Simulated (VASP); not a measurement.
# LiBr (Fm-3m) in VASP: further runs

LiBr is run at these levels: PBEsol; tasks: electric field gradients.

All numbers are computed with VASP 6.6.1; they aren't measurements. Logs are shortened: lines on timing, memory, paths and dates and some standing lists are left out, and cuts for length are marked.

## 1. The cell of the first run

The structure is cubic, space group Fm-3m (No. 225). Conventional cell: a = 4.322 Å, b = 4.322 Å, c = 4.322 Å, α = 90.00°, β = 90.00°, γ = 90.00°. Li (site symmetry m-3m) has 6 Br at 2.16 Å within 2.9 Å. Within 2.9 Å of Br (site symmetry m-3m) lie 6 Li at 2.16 Å.

## 2. Electric field gradients, PBEsol (10.09 Å³/atom)

INCAR

```
SYSTEM = LiBr
PREC = Accurate
ENCUT = 650
EDIFF = 1E-8
ISMEAR = -1
SIGMA = 0.03
LREAL = .False.
LASPH = .True.
NELM = 120
ALGO = Normal
ISIF = 2
LWAVE = .False.
LCHARG = .False.
GGA = PS
LEFG = .True.
NBANDS = 12
GGA_COMPAT = .False.
```

KPOINTS

```
Automatic mesh
0
Gamma
  9 9 9
  0 0 0
```

POSCAR

```
LiBr
1.0
    0.0000000000      2.1610009453      2.1610009453
    2.1610009453      0.0000000000      2.1610009453
    2.1610009453      2.1610009453      0.0000000000
Li Br
1 1
Direct
    0.0000000000      0.0000000000      0.0000000000
    0.5000000000      0.5000000000      0.5000000000
```

Potentials or basis: VASP PAW PBE potentials, release 64 (Li_sv, Br).

Run with:

```sh
$ cat potpaw_PBE.64/Li_sv/POTCAR potpaw_PBE.64/Br/POTCAR > POTCAR
$ mpirun -np 1 vasp_std > vasp.out
```

OUTCAR:

```text
SYSTEM = LiBr
   PREC = Accurate
   ENCUT = 650
   EDIFF = 1E-8
   ISMEAR = -1
   LREAL = .False.
   LASPH = .True.
   NELM = 120
   ISIF = 2
   GGA = PS

 ion  position               nearest neighbor table
   1  0.000  0.000  0.000-   2 2.16   2 2.16   2 2.16   2 2.16   2 2.16   2 2.16
   2  0.500  0.500  0.500-   1 2.16   1 2.16   1 2.16   1 2.16   1 2.16   1 2.16

  LATTYP: Found a face centered cubic cell.
 ALAT       =     4.3220018906

  Lattice vectors:

 A1 = (   0.0000000000,   2.1610009453,   2.1610009453)
 A2 = (   2.1610009453,   0.0000000000,   2.1610009453)
 A3 = (   2.1610009453,   2.1610009453,   0.0000000000)

Analysis of symmetry for initial positions (statically):
=====================================================================
 Subroutine PRICEL returns:
 Original cell was already a primitive cell.

 Routine SETGRP: Setting up the symmetry group for a
 face centered cubic supercell.

 Subroutine GETGRP returns: Found 48 space group operations
 (whereof 48 operations were pure point group operations)
 out of a pool of 48 trial point group operations.

The static configuration has the point symmetry O_h .

Analysis of symmetry for dynamics (positions and initial velocities):
=====================================================================
 Subroutine PRICEL returns:
 Original cell was already a primitive cell.

 Routine SETGRP: Setting up the symmetry group for a
 face centered cubic supercell.

 Subroutine GETGRP returns: Found 48 space group operations
 (whereof 48 operations were pure point group operations)
 out of a pool of 48 trial point group operations.

The dynamic configuration has the point symmetry O_h .

 Subroutine INISYM returns: Found 48 space group operations
 (whereof 48 operations are pure point group operations),
 and found     1 'primitive' translations

----------------------------------------------------------------------------------------

                                     Primitive cell

  volume of cell :      20.1834

  direct lattice vectors                    reciprocal lattice vectors
     0.000000000  2.161000945  2.161000945    -0.231374263  0.231374263  0.231374263
     2.161000945  0.000000000  2.161000945     0.231374263 -0.231374263  0.231374263
[... 137 lines left out ...]
 val. band max:        8.2743054268   @ k =  -0.1111   0.1111   0.0000
 cond. band min:      12.5467845696   @ k =   0.4444   0.4444   0.0000
 fundamental gap:      4.2724791428
 Fermi energy:         9.0294569844

 k-point     1 :       0.0000    0.0000    0.0000
  band No.  band energies     occupation
      1     -36.3775      2.00000
      2      -9.8139      2.00000
      3       8.1995      2.00000
      4       8.1995      2.00000
      5       8.1995      2.00000
      6      18.3272      0.00000
      7      18.3272      0.00000
      8      18.3272      0.00000
      9      18.9769      0.00000
     10      22.6779      0.00000
     11      22.8594      0.00000
     12      22.8594      0.00000
[... 331 lines left out ...]
 k-point    24 :       0.4444    0.4444    0.0000
  band No.  band energies     occupation
      1     -36.3194      2.00000
      2      -6.6858      2.00000
      3       0.1739      2.00000
      4       4.5732      2.00000
      5       4.5732      2.00000
      6      12.5468      0.00000
      7      15.3181      0.00000
      8      25.6750      0.00000
      9      25.6750      0.00000
     10      27.5921      0.00000
     11      27.8335      0.00000
     12      31.1359      0.00000

 [... further k-points ...]

------------------------ aborting loop because EDIFF is reached ----------------------------------------

  FORCE on cell =-STRESS in cart. coord.  units (eV):
  Direction    XX          YY          ZZ          XY          YZ          ZX
  --------------------------------------------------------------------------------------
  -------------------------------------------------------------------------------------
  Total       10.7246255     10.7246255     10.7246255     -0.0000000      0.0000000      0.0000000
  in kB      851.3298306    851.3298306    851.3298306     -0.0000000      0.0000000      0.0000000
  external PRESSURE =     851.3298306 kB  Pullay stress =       0.0000000 kB

 VOLUME and BASIS-vectors are now :
 -----------------------------------------------------------------------------
  energy-cutoff  :      650.00
  volume of cell :       20.18
      direct lattice vectors                 reciprocal lattice vectors
     0.000000000  2.161000945  2.161000945    -0.231374263  0.231374263  0.231374263
     2.161000945  0.000000000  2.161000945     0.231374263 -0.231374263  0.231374263
     2.161000945  2.161000945  0.000000000     0.231374263  0.231374263 -0.231374263

 POSITION                                       TOTAL-FORCE (eV/Angst)
 -----------------------------------------------------------------------------------
      0.00000      0.00000      0.00000         0.000000      0.000000      0.000000
      2.16100      2.16100      2.16100        -0.000000      0.000000     -0.000000
 -----------------------------------------------------------------------------------
    total drift:                                0.000000      0.000000      0.000000

  FREE ENERGIE OF THE ION-ELECTRON SYSTEM (eV)
  ---------------------------------------------------
  free  energy   TOTEN  =        -4.0966995333 eV

  energy  without entropy=       -4.0966995333  energy(sigma->0) =       -4.09669953

 Electric field gradients (V/A^2)
---------------------------------------------------------------------
 ion       V_xx      V_yy      V_zz      V_xy      V_xz      V_yz
---------------------------------------------------------------------
   1      -0.000     0.000    -0.000     0.001     0.001     0.001
   2       0.000    -0.000    -0.000    -0.000    -0.000    -0.000
---------------------------------------------------------------------

 Electric field gradients after diagonalization (V/A^2)
 (convention: |V_zz| > |V_xx| > |V_yy|)
----------------------------------------------------------------------
 ion       V_xx      V_yy      V_zz     asymmetry (V_yy - V_xx)/ V_zz
----------------------------------------------------------------------
   1      -0.001    -0.001     0.001       0.000
   2       0.000     0.000    -0.001       0.000
----------------------------------------------------------------------

           NMR quadrupolar parameters

 Cq : quadrupolar parameter    Cq=e*Q*V_zz/h
 eta: asymmetry parameters     (V_yy - V_xx)/ V_zz
 Q  : nuclear electric quadrupole moment in mb (millibarn)
----------------------------------------------------------------------
 ion       Cq(MHz)       eta       Q (mb)
----------------------------------------------------------------------
   1       0.000       0.000       1.000
   2      -0.000       0.000       1.000
----------------------------------------------------------------------
```

OSZICAR:

```text
N       E                     dE             d eps       ncg     rms          rms(c)
DAV:   1     0.486073344322E+02    0.48607E+02   -0.55045E+03   840   0.975E+02
DAV:   2    -0.202562470807E+01   -0.50633E+02   -0.48330E+02  1112   0.168E+02
DAV:   3    -0.409573737078E+01   -0.20701E+01   -0.20633E+01  1096   0.329E+01
DAV:   4    -0.412619555365E+01   -0.30458E-01   -0.30447E-01  1044   0.412E+00
DAV:   5    -0.412670679205E+01   -0.51124E-03   -0.51123E-03  1068   0.432E-01    0.659E+00
DAV:   6    -0.409251670526E+01    0.34190E-01   -0.47612E-02   944   0.127E+00    0.405E+00
DAV:   7    -0.409607422551E+01   -0.35575E-02   -0.62657E-02   892   0.176E+00    0.622E-01
DAV:   8    -0.409664031461E+01   -0.56609E-03   -0.71612E-03   996   0.685E-01    0.723E-02
DAV:   9    -0.409666439556E+01   -0.24081E-04   -0.12350E-04  1024   0.112E-01    0.333E-02
DAV:  10    -0.409669849831E+01   -0.34103E-04   -0.63394E-05   904   0.833E-02    0.607E-03
DAV:  11    -0.409669920617E+01   -0.70786E-06   -0.22633E-06  1072   0.147E-02    0.329E-03
DAV:  12    -0.409669952582E+01   -0.31965E-06   -0.84018E-07   892   0.944E-03    0.524E-04
DAV:  13    -0.409669953329E+01   -0.74692E-08   -0.77025E-09  1104   0.685E-04
   1 F= -.40966995E+01 E0= -.40966995E+01  d E =-.310067E-12
```

Run time: 18 s. Hardware: 1 thread of Intel Xeon 8259CL, shared host; peak memory 0.16 GiB.

What came out:

```
Free energy                             : -4.0967 eV
Pressure                                : 85.1 GPa
Band gap on the k mesh                  : 4.27 eV (least direct gap 6.53 eV)
Largest electric field gradient by atom : zero within the noise of the run
```

Caveat: the cell stands under pressure; the PAW data sets were made with another functional, which shifts forces and pressure a little; an odd mesh through Γ misses points on the zone boundary, where band edges can lie.

## 3. Electric field gradients, PBEsol (20.18 Å³/atom)

This run uses another cell than the first one, of 20.18 Å³/atom.

INCAR

```
SYSTEM = LiBr
ALGO = Normal
EDIFF = 1E-8
ENCUT = 650
GGA = PS
GGA_COMPAT = .FALSE.
ISIF = 2
ISMEAR = -1
LASPH = .TRUE.
LCHARG = .FALSE.
LEFG = .TRUE.
LREAL = .FALSE.
LWAVE = .FALSE.
NBANDS = 12
NELM = 120
PREC = Accurate
SIGMA = 0.03
```

KPOINTS

```
k-points
0
G
  9 9 9
  0 0 0
```

POSCAR

```
LiBr
1.0
    0.0000000000      2.7226905798      2.7226905798
    2.7226905798      0.0000000000      2.7226905798
    2.7226905798      2.7226905798      0.0000000000
Li Br
1 1
Direct
    0.0000000000      0.0000000000      0.0000000000
    0.5000000000      0.5000000000      0.5000000000
```

Potentials or basis: VASP PAW PBE potentials, release 64 (Li_sv, Br).

Run with:

```sh
$ cat potpaw_PBE.64/Li_sv/POTCAR potpaw_PBE.64/Br/POTCAR > POTCAR
$ mpirun -np 1 vasp_std > vasp.out
```

OUTCAR:

```text
SYSTEM = LiBr
   EDIFF = 1E-8
   ENCUT = 650
   GGA = PS
   ISIF = 2
   ISMEAR = -1
   LASPH = .TRUE.
   LREAL = .FALSE.
   NELM = 120
   PREC = Accurate

 ion  position               nearest neighbor table
   1  0.000  0.000  0.000-
   2  0.500  0.500  0.500-

  LATTYP: Found a face centered cubic cell.
 ALAT       =     5.4453811596

  Lattice vectors:

 A1 = (   0.0000000000,   2.7226905798,   2.7226905798)
 A2 = (   2.7226905798,   0.0000000000,   2.7226905798)
 A3 = (   2.7226905798,   2.7226905798,   0.0000000000)

Analysis of symmetry for initial positions (statically):
=====================================================================
 Subroutine PRICEL returns:
 Original cell was already a primitive cell.

 Routine SETGRP: Setting up the symmetry group for a
 face centered cubic supercell.

[... 546 lines left out ...]
  energy-cutoff  :      650.00
  volume of cell :       40.37
      direct lattice vectors                 reciprocal lattice vectors
     0.000000000  2.722690580  2.722690580    -0.183641874  0.183641874  0.183641874
     2.722690580  0.000000000  2.722690580     0.183641874 -0.183641874  0.183641874
     2.722690580  2.722690580  0.000000000     0.183641874  0.183641874 -0.183641874

 POSITION                                       TOTAL-FORCE (eV/Angst)
 -----------------------------------------------------------------------------------
      0.00000      0.00000      0.00000         0.000000      0.000000      0.000000
      2.72269      2.72269      2.72269        -0.000000     -0.000000      0.000000
 -----------------------------------------------------------------------------------
    total drift:                                0.000000     -0.000000      0.000000

  FREE ENERGIE OF THE ION-ELECTRON SYSTEM (eV)
  ---------------------------------------------------
  free  energy   TOTEN  =        -6.9353952434 eV

  energy  without entropy=       -6.9353952434  energy(sigma->0) =       -6.93539524

 Electric field gradients (V/A^2)
---------------------------------------------------------------------
 ion       V_xx      V_yy      V_zz      V_xy      V_xz      V_yz
---------------------------------------------------------------------
   1      -0.000     0.000     0.000    -0.003    -0.003    -0.003
   2      -0.000    -0.000    -0.000    -0.000    -0.000    -0.000
---------------------------------------------------------------------

 Electric field gradients after diagonalization (V/A^2)
 (convention: |V_zz| > |V_xx| > |V_yy|)
----------------------------------------------------------------------
 ion       V_xx      V_yy      V_zz     asymmetry (V_yy - V_xx)/ V_zz
----------------------------------------------------------------------
   1       0.003     0.003    -0.006       0.000
   2       0.000     0.000    -0.001       0.000
----------------------------------------------------------------------

           NMR quadrupolar parameters

 Cq : quadrupolar parameter    Cq=e*Q*V_zz/h
 eta: asymmetry parameters     (V_yy - V_xx)/ V_zz
 Q  : nuclear electric quadrupole moment in mb (millibarn)
----------------------------------------------------------------------
 ion       Cq(MHz)       eta       Q (mb)
----------------------------------------------------------------------
   1      -0.000       0.000       1.000
   2      -0.000       0.000       1.000
----------------------------------------------------------------------
```

OSZICAR:

```text
N       E                     dE             d eps       ncg     rms          rms(c)
DAV:   1     0.439282350151E+02    0.43928E+02   -0.43326E+03   840   0.863E+02
DAV:   2    -0.402834644897E+01   -0.47957E+02   -0.46005E+02  1068   0.141E+02
DAV:   3    -0.687542514212E+01   -0.28471E+01   -0.28358E+01  1080   0.360E+01
DAV:   4    -0.696732802606E+01   -0.91903E-01   -0.91852E-01  1196   0.617E+00
DAV:   5    -0.696804156029E+01   -0.71353E-03   -0.71353E-03  1068   0.570E-01    0.202E+00
DAV:   6    -0.693660698799E+01    0.31435E-01   -0.49875E-02  1052   0.101E+00    0.120E+00
DAV:   7    -0.693445987431E+01    0.21471E-02   -0.29577E-02  1248   0.875E-01    0.388E-01
DAV:   8    -0.693538591925E+01   -0.92604E-03   -0.23879E-03  1016   0.317E-01    0.478E-02
DAV:   9    -0.693538274023E+01    0.31790E-05   -0.73185E-05  1016   0.616E-02    0.184E-02
DAV:  10    -0.693539467775E+01   -0.11938E-04   -0.17700E-05  1036   0.297E-02    0.643E-03
DAV:  11    -0.693539532661E+01   -0.64887E-06   -0.19037E-06  1084   0.844E-03    0.306E-03
DAV:  12    -0.693539527251E+01    0.54109E-07   -0.13361E-07   980   0.252E-03    0.395E-04
DAV:  13    -0.693539523945E+01    0.33051E-07   -0.10568E-08   916   0.693E-04    0.226E-04
DAV:  14    -0.693539524341E+01   -0.39583E-08   -0.62103E-10   516   0.179E-04
   1 F= -.69353952E+01 E0= -.69353952E+01  d E =-.151190E-12
```

Wall time 25 s (1 thread of Intel Xeon 8259CL, shared host); peak memory 0.18 GiB.

What came out:

* Free energy: -6.9354 eV
* Pressure: -0.6 GPa
* Band gap on the k mesh: 4.91 eV
* Largest electric field gradient by atom: zero within the noise of the run

Caveat: the PAW data sets were made with another functional, which shifts forces and pressure a little; an odd mesh through Γ misses points on the zone boundary, where band edges can lie.
